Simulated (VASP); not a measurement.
# K: single point with PBEsol

Crystal: K.

```
CELL_PARAMETERS angstrom
0.00000 3.39187 3.39187
3.39187 0.00000 3.39187
3.39187 3.39187 0.00000
ATOMIC_POSITIONS crystal
K 0.00000 0.00000 0.00000
```

This isn't the form of K at room conditions, which is bcc.

```
Program                : VASP 6.6.1
Task                   : single point
Functional             : PBEsol
Potentials or basis    : VASP PAW PBE potentials, release 64 (K_sv)
Cutoff                 : 500 eV
k mesh                 : 6 × 6 × 6
Occupations            : gaussian, width 0.1 eV
Spin                   : no spin polarisation
Dipole correction      : no
Further INCAR settings : ALGO = Normal; EDIFF = 1e-06; NBANDS = 10
```

- Pressure: -0.3 GPa
- Band gap on the k mesh: zero (an odd number of electrons rules out a gap without spin polarisation)

Levels at points of the mesh, in eV from the Fermi level:
```csv
k point,band 2,band 3,band 4,band 5,band 6,band 7,band 8,band 9
"(0.00, 0.00, 0.00)",-15.45,-15.45,-15.45,-1.98,4.25,4.25,4.25,5.47
"(0.50, 0.00, 0.00)",-15.50,-15.45,-15.45,0.42,0.63,4.04,4.04,6.04
"(0.50, 0.50, 0.00)",-15.50,-15.47,-15.47,1.02,1.41,2.44,4.81,4.81
```

Run time: 6.4 s on 1 thread of Intel(R) Xeon(R) 6975P-C (Granite Rapids), with other jobs on the host, peak memory 0.19 GiB.

Caveat: the PAW data sets were made with another functional, which shifts forces and pressure a little.
